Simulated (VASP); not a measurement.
Set up this calculation in VASP 6.6.1, as the native input.

| Quantity | Value |
| --- | --- |
| Task | single point |
| Functional | PBE |
| Potentials or basis | VASP PAW PBE potentials, release 64 (Mo_sv) |
| Cutoff | 400 eV |
| k mesh | 10 × 10 × 1 |
| Occupations | methfessel-paxton, width 0.1 eV |
| Spin | no spin polarisation |
| Dipole correction | yes |
| Further INCAR settings | ALGO = Normal; EDIFF = 1e-06; NBANDS = 36; NELMDL = -8 |

The structure of Mo lies in POSCAR:

```
Mo
1.0
    3.2165956306      0.0000000000      0.0000000000
    0.0000000000      3.2165956306      0.0000000000
    0.0000000000      0.0000000000     25.2202485355
Mo
4
Direct
    0.0000000000      0.5000000000      0.5634383492
    0.5000000000      0.0000000000      0.6205162532
    0.0000000000      0.5000000000      0.6862324388
    0.5000000000      0.0000000000      0.7390158483
```

These files were run (other wordings do the same):

INCAR

```
SYSTEM = Mo
PREC = Accurate
ENCUT = 400
EDIFF = 1E-6
ISMEAR = 1
SIGMA = 0.1
LREAL = .False.
LASPH = .True.
NELM = 120
ALGO = Normal
ISIF = 2
LWAVE = .False.
LCHARG = .False.
LDIPOL = .True.
IDIPOL = 3
DIPOL = 0.5 0.5 0.652
GGA = PE
NBANDS = 36
GGA_COMPAT = .False.
NELMDL = -8
```

KPOINTS

```
regular mesh
0
Gamma
  10 10 1
  0 0 0
```

Potentials or basis: VASP PAW PBE potentials, release 64 (Mo_sv).

Run with:

```sh
$ cat potpaw_PBE.64/Mo_sv/POTCAR > POTCAR
$ mpirun -np 1 vasp_std > vasp.out
```

It gave:

* Largest force: 1.250 eV/Å
* Band gap on the k mesh: zero (band 28 reaches 1.55 eV, above the bottom of band 29 at -0.08 eV)

It took 4.1 min on 1 thread of Intel(R) Xeon(R) Platinum 8488C (Sapphire Rapids) (shared host), peak memory 0.35 GiB.
